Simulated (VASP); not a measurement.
# GaN (Fm-3m) in VASP: a series of runs

Aim: see how the results for GaN move with the level of theory and the settings. Levels: PBE, LDA, PBEsol. Tasks: single point.

All numbers are computed with VASP 6.6.1; they aren't measurements. Logs are shortened: lines on timing, memory, paths and dates and some standing lists are left out, and cuts for length are marked.

## 1. The cell of the first run

It takes space group Fm-3m (No. 225, cubic). Conventional cell: a = 4.270 Å, b = 4.270 Å, c = 4.270 Å, α = 90.00°, β = 90.00°, γ = 90.00°. Ga (site symmetry m-3m) has 6 N at 2.14 Å within 2.8 Å. Within 2.8 Å of N (site symmetry m-3m) lie 6 Ga at 2.14 Å.

## 2. Single point, PBE

Input file INCAR:

```
SYSTEM = GaN
  PREC = Accurate
  ENCUT = 520
  EDIFF = 1E-6
  ISMEAR = -1
  SIGMA = 0.05
  LREAL = .FALSE.
  LASPH = .TRUE.
  NELM = 60
  ALGO = Normal
  ISIF = 2
  LWAVE = .FALSE.
  LCHARG = .FALSE.
  GGA = PE
  NBANDS = 16
```

Input file KPOINTS:

```
regular mesh
0
G
  6 6 6
  0 0 0
```

Input file POSCAR:

```
GaN
1.0
    0.0000000000      2.1352350000      2.1352350000
    2.1352350000      0.0000000000      2.1352350000
    2.1352350000      2.1352350000      0.0000000000
Ga N
1 1
Direct
    0.0000000000      0.0000000000      0.0000000000
    0.5000000000      0.5000000000      0.5000000000
```

Potentials or basis: VASP PAW PBE potentials, release 64 (Ga_d, N).

Run with:

```bash
$ cat potpaw_PBE.64/Ga_d/POTCAR potpaw_PBE.64/N/POTCAR > POTCAR
$ mpirun -np 1 vasp_std > vasp.out
```

OUTCAR:

```text
SYSTEM = GaN
   PREC = Accurate
   ENCUT = 520
   EDIFF = 1E-6
   ISMEAR = -1
   LREAL = .FALSE.
   LASPH = .TRUE.
   NELM = 60
   ISIF = 2
   GGA = PE

 ion  position               nearest neighbor table
   1  0.000  0.000  0.000-   2 2.14   2 2.14   2 2.14   2 2.14   2 2.14   2 2.14
   2  0.500  0.500  0.500-   1 2.14   1 2.14   1 2.14   1 2.14   1 2.14   1 2.14

  LATTYP: Found a face centered cubic cell.
 ALAT       =     4.2704700000

  Lattice vectors:

 A1 = (   0.0000000000,   2.1352350000,   2.1352350000)
 A2 = (   2.1352350000,   0.0000000000,   2.1352350000)
 A3 = (   2.1352350000,   2.1352350000,   0.0000000000)

Analysis of symmetry for initial positions (statically):
=====================================================================
 Subroutine PRICEL returns:
 Original cell was already a primitive cell.

 Routine SETGRP: Setting up the symmetry group for a
 face centered cubic supercell.

 Subroutine GETGRP returns: Found 48 space group operations
 (whereof 48 operations were pure point group operations)
 out of a pool of 48 trial point group operations.

The static configuration has the point symmetry O_h .

Analysis of symmetry for dynamics (positions and initial velocities):
=====================================================================
 Subroutine PRICEL returns:
 Original cell was already a primitive cell.

 Routine SETGRP: Setting up the symmetry group for a
 face centered cubic supercell.

 Subroutine GETGRP returns: Found 48 space group operations
 (whereof 48 operations were pure point group operations)
 out of a pool of 48 trial point group operations.

The dynamic configuration has the point symmetry O_h .

 Subroutine INISYM returns: Found 48 space group operations
 (whereof 48 operations are pure point group operations),
 and found     1 'primitive' translations

----------------------------------------------------------------------------------------

                                     Primitive cell

  volume of cell :      19.4700

  direct lattice vectors                    reciprocal lattice vectors
     0.000000000  2.135235000  2.135235000    -0.234166263  0.234166263  0.234166263
     2.135235000  0.000000000  2.135235000     0.234166263 -0.234166263  0.234166263
     2.135235000  2.135235000  0.000000000     0.234166263  0.234166263 -0.234166263

  length of vectors
     3.019678296  3.019678296  3.019678296     0.405587864  0.405587864  0.405587864

  position of ions in fractional coordinates (direct lattice)
[... 70 lines left out ...]
   EDIFF  = 0.1E-05   stopping-criterion for ELM
   LREAL  =      F    real-space projection
   EDIFFG = 0.1E-04   stopping-criterion for IOM
   NSW    =      0    number of steps for IOM
   IBRION =     -1    ionic relax: 0-MD 1-quasi-New 2-CG
   NFREE  =      0    steps in history (QN), initial steepest desc. (CG)
   ISIF   =      2    stress and relaxation
   ISYM   =      2    0-nonsym 1-usesym 2-fastsym
   POTIM  = 0.5000    time-step for ionic-motion
   TEBEG  =    0.0;   TEEND  =   0.0 temperature during run
   PSTRESS=    0.0 pullay stress
   NELECT =      18.0000    total number of electrons
   NUPDOWN=      -1.0000    fix difference up-down
   EMIN   =  10.00;   EMAX   =-10.00  energy-range for DOS
   EFERMI =   0.00;   METHOD = LEGACY
   ISMEAR =    -1;   SIGMA  =   0.05  broadening in eV -4-tet -1-fermi 0-gaus
   EFERMI_NEDOS =   21; number of points for ismear=-14 and -15
   IALGO  =     38    algorithm
   IMIX   =      4    mixing-type and parameters
     AMIX     =   0.40;   BMIX     =  1.00
     AMIX_MAG =   1.60;   BMIX_MAG =  1.00
  volume/ion in A,a.u.               =       9.74        65.70
  Fermi-wavevector in a.u.,A,eV,Ry     =   1.594814  3.013761 34.605481  2.543431
  Thomas-Fermi vector in A             =   2.692830
   LORBIT       =      0    0 simple, 1 ext, 2 COOP (PROOUT), +10 PAW based schemes
   GGA     = PE    functional components
   LHFCALC =     F    Hartree Fock is set to
   AEXX    =    0.0000 exact exchange contribution
   IVDW    =     0    specifies the selected vdW correction
   LEPSILON=     F    determine dielectric tensor
   LRPA    =     F    only Hartree local field effects (RPA)
 non-spin polarized calculation
  energy-cutoff  :      520.00
  volume of cell :       19.47
 maximum number of plane-waves:       544
 NGX is ok and might be reduce to    24
   NGX = 11   NGY = 11   NGZ = 11

 number of electron      18.0000005 magnetization

 Free energy of the ion-electron system (eV)
  ---------------------------------------------------
  ext. energy  EPLUGINS =         0.00000000
  ---------------------------------------------------
  free energy    TOTEN  =       -11.19308890 eV

  energy without entropy =      -11.19248410  energy(sigma->0) =      -11.19278650

 E-fermi :   7.7623     XC(G=0): -12.9031

 val. band max:        7.5370723358   @ k =  -0.1667   0.1667   0.0000
 cond. band min:       7.9151604612   @ k =   0.5000   0.5000   0.0000
 fundamental gap:      0.3780881254
 Fermi energy:         7.7622824528

 k-point     1 :       0.0000    0.0000    0.0000
  band No.  band energies     occupation
      1      -9.4744      2.00000
      2      -6.4915      2.00000
      3      -6.4915      2.00000
      4      -6.4915      2.00000
      5      -6.4042      2.00000
      6      -6.4042      2.00000
[... 281 lines left out ...]
      3      -6.4173      2.00000
      4      -6.3691      2.00000
      5      -6.2329      2.00000
      6      -3.6973      2.00000
[... 8 lines left out ...]
     15      28.9392      0.00000
     16      34.5873      0.00000

------------------------ aborting loop because EDIFF is reached ----------------------------------------

  FORCE on cell =-STRESS in cart. coord.  units (eV):
  Direction    XX          YY          ZZ          XY          YZ          ZX
  --------------------------------------------------------------------------------------
  -------------------------------------------------------------------------------------
  Total        0.0359494      0.0359494      0.0359494      0.0000000      0.0000000     -0.0000000
  in kB        2.9582521      2.9582521      2.9582521      0.0000000      0.0000000     -0.0000000
  external PRESSURE =       2.9582521 kB  Pullay stress =       0.0000000 kB

 VOLUME and BASIS-vectors are now :
 -----------------------------------------------------------------------------
  energy-cutoff  :      520.00
  volume of cell :       19.47
      direct lattice vectors                 reciprocal lattice vectors
     0.000000000  2.135235000  2.135235000    -0.234166263  0.234166263  0.234166263
     2.135235000  0.000000000  2.135235000     0.234166263 -0.234166263  0.234166263
     2.135235000  2.135235000  0.000000000     0.234166263  0.234166263 -0.234166263

 POSITION                                       TOTAL-FORCE (eV/Angst)
 -----------------------------------------------------------------------------------
      0.00000      0.00000      0.00000         0.000000      0.000000      0.000000
      2.13524      2.13524      2.13524         0.000000      0.000000     -0.000000
 -----------------------------------------------------------------------------------
    total drift:                                0.000000     -0.000000     -0.000000

  FREE ENERGIE OF THE ION-ELECTRON SYSTEM (eV)
  ---------------------------------------------------
  free  energy   TOTEN  =       -11.1930889040 eV

  energy  without entropy=      -11.1924840997  energy(sigma->0) =      -11.19278650
```

OSZICAR:

```text
N       E                     dE             d eps       ncg     rms          rms(c)
DAV:   1     0.763658200360E+02    0.76366E+02   -0.95516E+03   592   0.210E+03
DAV:   2    -0.783511018832E+01   -0.84201E+02   -0.78968E+02   600   0.336E+02
DAV:   3    -0.129409510860E+02   -0.51058E+01   -0.50895E+01   592   0.672E+01
DAV:   4    -0.129935189801E+02   -0.52568E-01   -0.52560E-01   640   0.713E+00
DAV:   5    -0.129940314842E+02   -0.51250E-03   -0.51250E-03   608   0.631E-01    0.727E+00
DAV:   6    -0.112183931750E+02    0.17756E+01   -0.44618E+00   728   0.388E+01    0.237E+00
DAV:   7    -0.112082155559E+02    0.10178E-01   -0.20606E-01   568   0.512E+00    0.156E+00
DAV:   8    -0.111949614315E+02    0.13254E-01   -0.35431E-02   592   0.206E+00    0.557E-01
DAV:   9    -0.111930317328E+02    0.19297E-02   -0.60048E-03   616   0.166E+00    0.120E-01
DAV:  10    -0.111930973840E+02   -0.65651E-04   -0.52031E-04   584   0.254E-01    0.273E-02
DAV:  11    -0.111930873564E+02    0.10028E-04   -0.42031E-05   680   0.821E-02    0.840E-03
DAV:  12    -0.111930890653E+02   -0.17089E-05   -0.31933E-06   616   0.327E-02    0.476E-03
DAV:  13    -0.111930889040E+02    0.16129E-06   -0.28795E-07   304   0.533E-03
   1 F= -.11193089E+02 E0= -.11192787E+02  d E =-.604804E-03
```

It took 8.6 s on 1 thread of AMD EPYC 7R43 (Zen 3), shared host; peak memory 0.1 GiB.

Results:

| Property | Result |
| --- | --- |
| Free energy | -11.1931 eV |
| Pressure | 0.3 GPa |
| Band gap on the k mesh | 0.38 eV, indirect (least direct gap 2.36 eV) |

Caveat: the k points lie up to 0.42 Å⁻¹ apart.

## 3. Single point, LDA (volume scaled by 0.94)

Input file INCAR:

```
SYSTEM = GaN
ALGO = Normal
EDIFF = 1E-6
ENCUT = 520
ISIF = 2
ISMEAR = -1
LASPH = .True.
LCHARG = .False.
LREAL = .False.
LWAVE = .False.
NBANDS = 16
NELM = 60
PREC = Accurate
SIGMA = 0.05
```

Input file KPOINTS:

```
k-points
0
Gamma
  11 11 11
  0 0 0
```

Input file POSCAR:

```
GaN
1.0
    0.0000000000      2.0916465448      2.0916465448
    2.0916465448      0.0000000000      2.0916465448
    2.0916465448      2.0916465448      0.0000000000
Ga N
1 1
Direct
    0.0000000000      0.0000000000      0.0000000000
    0.5000000000      0.5000000000      0.5000000000
```

Potentials or basis: VASP PAW LDA potentials, release 64 (Ga_d, N).

Run with:

```bash
$ cat potpaw_LDA.64/Ga_d/POTCAR potpaw_LDA.64/N/POTCAR > POTCAR
$ mpirun -np 1 vasp_std > vasp.out
```

Run time: 23 s. Hardware: 1 thread of AMD EPYC 7R43 (Zen 3), shared host; peak memory 0.1 GiB.

Results (log left out):

* Free energy: -13.0828 eV
* Pressure: 1.0 GPa
* Band gap on the k mesh: 0.75 eV, indirect (least direct gap 3.23 eV)

Levels at points of the mesh, in eV from the valence-band top:
| k point | band 6 | band 7 | band 8 | band 9 | band 10 | band 11 | band 12 | band 13 |
| --- | --- | --- | --- | --- | --- | --- | --- | --- |
| (0.00, 0.00, 0.00) | -14.00 | -0.57 | -0.57 | -0.57 | 2.66 | 14.82 | 14.82 | 14.82 |

 A k mesh can miss the band edges.

## 4. Single point, PBEsol (volume scaled by 0.94)

Input file INCAR:

```
SYSTEM = GaN
PREC     = Accurate       ! precision mode
ENCUT    = 520            ! plane-wave cutoff, eV
EDIFF    = 1E-7           ! SCF threshold, eV
ISMEAR   = -1             ! smearing method
SIGMA    = 0.05           ! smearing width, eV
LREAL    = .False.        ! projectors in reciprocal space
LASPH    = .True.         ! aspherical terms in the spheres
NELM     = 80             ! most SCF steps
ALGO     = Normal         ! electronic algorithm
ISIF     = 2              ! what is computed and relaxed
LWAVE    = .False.        ! write WAVECAR
LCHARG   = .False.        ! write CHGCAR
GGA      = PS             ! functional
NBANDS   = 16             ! bands
```

Input file KPOINTS:

```
regular mesh
0
Gamma
  11 11 11
  0 0 0
```

POSCAR is that of step 3.

Potentials or basis: VASP PAW PBE potentials, release 64 (Ga_d, N).

Run with:

```bash
$ cat potpaw_PBE.64/Ga_d/POTCAR potpaw_PBE.64/N/POTCAR > POTCAR
$ mpirun -np 1 vasp_std > vasp.out
```

OUTCAR:

```text
SYSTEM = GaN
   PREC = Accurate
   ENCUT = 520
   EDIFF = 1E-7
   ISMEAR = -1
   LREAL = .False.
   LASPH = .True.
   NELM = 80
   ISIF = 2
   GGA = PS

 ion  position               nearest neighbor table
   1  0.000  0.000  0.000-   2 2.09   2 2.09   2 2.09   2 2.09   2 2.09   2 2.09
   2  0.500  0.500  0.500-   1 2.09   1 2.09   1 2.09   1 2.09   1 2.09   1 2.09

  LATTYP: Found a face centered cubic cell.
 ALAT       =     4.1832930896

  Lattice vectors:

[... 192 lines left out ...]
      6      -5.6551      2.00000
[... 433 lines left out ...]
      3      -5.8279      2.00000
      4      -5.8075      2.00000
      5      -5.6584      2.00000
      6      -5.4421      2.00000
[... 8 lines left out ...]
     15      26.7688      0.00000
     16      28.8941      0.00000

 [... further k-points ...]
[... 5 lines left out ...]
  --------------------------------------------------------------------------------------
  -------------------------------------------------------------------------------------
  Total        0.7907082      0.7907082      0.7907082      0.0000000     -0.0000000      0.0000000
  in kB       69.2200562     69.2200562     69.2200562      0.0000000     -0.0000000      0.0000000
  external PRESSURE =      69.2200562 kB  Pullay stress =       0.0000000 kB

 VOLUME and BASIS-vectors are now :
 -----------------------------------------------------------------------------
  energy-cutoff  :      520.00
  volume of cell :       18.30
      direct lattice vectors                 reciprocal lattice vectors
     0.000000000  2.091646545  2.091646545    -0.239046124  0.239046124  0.239046124
     2.091646545  0.000000000  2.091646545     0.239046124 -0.239046124  0.239046124
     2.091646545  2.091646545  0.000000000     0.239046124  0.239046124 -0.239046124

 POSITION                                       TOTAL-FORCE (eV/Angst)
 -----------------------------------------------------------------------------------
      0.00000      0.00000      0.00000        -0.000000     -0.000000     -0.000000
      2.09165      2.09165      2.09165         0.000000      0.000000      0.000000
 -----------------------------------------------------------------------------------
    total drift:                                0.000000     -0.000000     -0.000000

  FREE ENERGIE OF THE ION-ELECTRON SYSTEM (eV)
  ---------------------------------------------------
  free  energy   TOTEN  =       -12.2485686663 eV

  energy  without entropy=      -12.2485649235  energy(sigma->0) =      -12.24856679
```

OSZICAR:

```text
N       E                     dE             d eps       ncg     rms          rms(c)
DAV:   1     0.695470318488E+02    0.69547E+02   -0.93081E+03  2112   0.211E+03
DAV:   2    -0.975749033228E+01   -0.79305E+02   -0.74098E+02  2080   0.321E+02
DAV:   3    -0.138746685033E+02   -0.41172E+01   -0.41040E+01  2080   0.615E+01
DAV:   4    -0.139099858499E+02   -0.35317E-01   -0.35314E-01  2200   0.595E+00
DAV:   5    -0.139103620008E+02   -0.37615E-03   -0.37615E-03  2080   0.567E-01    0.693E+00
DAV:   6    -0.122921562526E+02    0.16182E+01   -0.37419E+00  2640   0.408E+01    0.238E+00
DAV:   7    -0.122706226090E+02    0.21534E-01   -0.19112E-01  2088   0.442E+00    0.152E+00
DAV:   8    -0.122498574060E+02    0.20765E-01   -0.24892E-02  2208   0.171E+00    0.436E-01
DAV:   9    -0.122486298601E+02    0.12275E-02   -0.47133E-03  2152   0.155E+00    0.925E-02
DAV:  10    -0.122485694154E+02    0.60445E-04   -0.44718E-04  2224   0.255E-01    0.139E-02
DAV:  11    -0.122485679228E+02    0.14926E-05   -0.22372E-05  2088   0.477E-02    0.959E-03
DAV:  12    -0.122485687193E+02   -0.79652E-06   -0.83273E-07  2320   0.153E-02    0.186E-03
DAV:  13    -0.122485686663E+02    0.52987E-07   -0.42103E-08  1320   0.224E-03
   1 F= -.12248569E+02 E0= -.12248567E+02  d E =-.374288E-05
```

Run time: 24 s. Hardware: 1 thread of AMD EPYC 7R43 (Zen 3), shared host; peak memory 0.11 GiB.

Results:

```
Free energy            : -12.2486 eV
Pressure               : 6.9 GPa
Band gap on the k mesh : 0.85 eV, indirect (least direct gap 3.15 eV)
```

Levels at points of the mesh, in eV from the valence-band top:
```tsv
k point	band 6	band 7	band 8	band 9	band 10	band 11	band 12	band 13
(0.00, 0.00, 0.00)	-13.83	-0.57	-0.57	-0.57	2.58	14.78	14.78	14.78
```

Caveat: the PAW data sets were made with another functional, which shifts forces and pressure a little.

## 5. Single point, LDA (volume scaled by 0.96)

Input file INCAR:

```
PREC = Accurate
ENCUT = 520
EDIFF = 1E-6
ISMEAR = -1
SIGMA = 0.05
LREAL = F
LASPH = T
NELM = 80
ALGO = Normal
ISIF = 2
LWAVE = F
LCHARG = F
NBANDS = 16
```

Input file KPOINTS:

```
Automatic mesh
0
Gamma
  11 11 11
```

Input file POSCAR:

```
GaN
1.0
    0.0000000000      2.1063769354      2.1063769354
    2.1063769354      0.0000000000      2.1063769354
    2.1063769354      2.1063769354      0.0000000000
Ga N
1 1
Direct
    0.0000000000      0.0000000000      0.0000000000
    0.5000000000      0.5000000000      0.5000000000
```

Potentials or basis: VASP PAW LDA potentials, release 64 (Ga_d, N).

Run with:

```bash
$ cat potpaw_LDA.64/Ga_d/POTCAR potpaw_LDA.64/N/POTCAR > POTCAR
$ mpirun -np 1 vasp_std > vasp.out
```

It took 27 s on 1 thread of AMD EPYC 7R43 (Zen 3), shared host; peak memory 0.1 GiB.

It converged, with:

| Quantity | Value |
| --- | --- |
| Free energy | -13.0793 eV |
| Pressure | -4.1 GPa |
| Band gap on the k mesh | 0.62 eV, indirect (least direct gap 2.96 eV) |

Levels at points of the mesh, in eV from the valence-band top:
```csv
k point,band 7,band 8,band 9,band 10,band 11,band 12
"(0.00, 0.00, 0.00)",-0.55,-0.55,-0.55,2.41,14.70,14.70
```

## 6. Single point, LDA (volume scaled by 0.98)

Input file INCAR:

```
PREC = Accurate ; ENCUT = 520
EDIFF = 1E-6 ; ISMEAR = -1
SIGMA = 0.05 ; LREAL = False
LASPH = True ; NELM = 80
ALGO = Normal ; ISIF = 2
LWAVE = False ; LCHARG = False
NBANDS = 16
```

Input file KPOINTS:

```
regular mesh
0
Gamma
  11 11 11
```

Input file POSCAR:

```
GaN
1.0
    0.0000000000      2.1209041320      2.1209041320
    2.1209041320      0.0000000000      2.1209041320
    2.1209041320      2.1209041320      0.0000000000
Ga N
1 1
Direct
    0.0000000000      0.0000000000      0.0000000000
    0.5000000000      0.5000000000      0.5000000000
```

Potentials or basis: VASP PAW LDA potentials, release 64 (Ga_d, N).

Run with:

```bash
$ cat potpaw_LDA.64/Ga_d/POTCAR potpaw_LDA.64/N/POTCAR > POTCAR
$ mpirun -np 1 vasp_std > vasp.out
```

Run time: 22 s. Hardware: 1 thread of AMD EPYC 7R43 (Zen 3), shared host; peak memory 0.1 GiB.

The run converged. Its results:

```
Free energy            : -13.0641 eV
Pressure               : -8.6 GPa
Band gap on the k mesh : 0.49 eV, indirect (least direct gap 2.70 eV)
```

Levels at points of the mesh, in eV from the valence-band top:
```
           k point  band 7  band 8  band 9  band 10  band 11  band 12
(0.00, 0.00, 0.00)   -0.52   -0.52   -0.52     2.17    14.58    14.58
```

 A k mesh can miss the band edges.

## 7. The runs side by side

| level | potentials or basis | cell | k mesh | gap on the mesh (eV) | pressure (GPa) |
| --- | --- | --- | --- | --- | --- |
| PBE | VASP PAW PBE potentials, release 64 (Ga_d, N) | a = 3.020 Å, angles 60.0°, 2 atoms | 6 × 6 × 6 | 0.38 | 0.3 |
| LDA | VASP PAW LDA potentials, release 64 (Ga_d, N) | a = 2.958 Å, angles 60.0°, 2 atoms | 11 × 11 × 11 | 0.75 | 1.0 |
| PBEsol | VASP PAW PBE potentials, release 64 (Ga_d, N) | a = 2.958 Å, angles 60.0°, 2 atoms | 11 × 11 × 11 | 0.85 | 6.9 |
| LDA | VASP PAW LDA potentials, release 64 (Ga_d, N) | a = 2.979 Å, angles 60.0°, 2 atoms | 11 × 11 × 11 | 0.62 | -4.1 |
| LDA | VASP PAW LDA potentials, release 64 (Ga_d, N) | a = 2.999 Å, angles 60.0°, 2 atoms | 11 × 11 × 11 | 0.49 | -8.6 |

Alike in all rows: task single point; no spin polarisation; cutoff (eV) 520; smearing fermi-dirac 0.05 eV.

Caveats: some runs use coarse meshes; the PAW data sets were made with another functional, which shifts forces and pressure a little (some runs).

Total energies depend on the potentials used, so only differences within one code and one set of settings carry meaning.
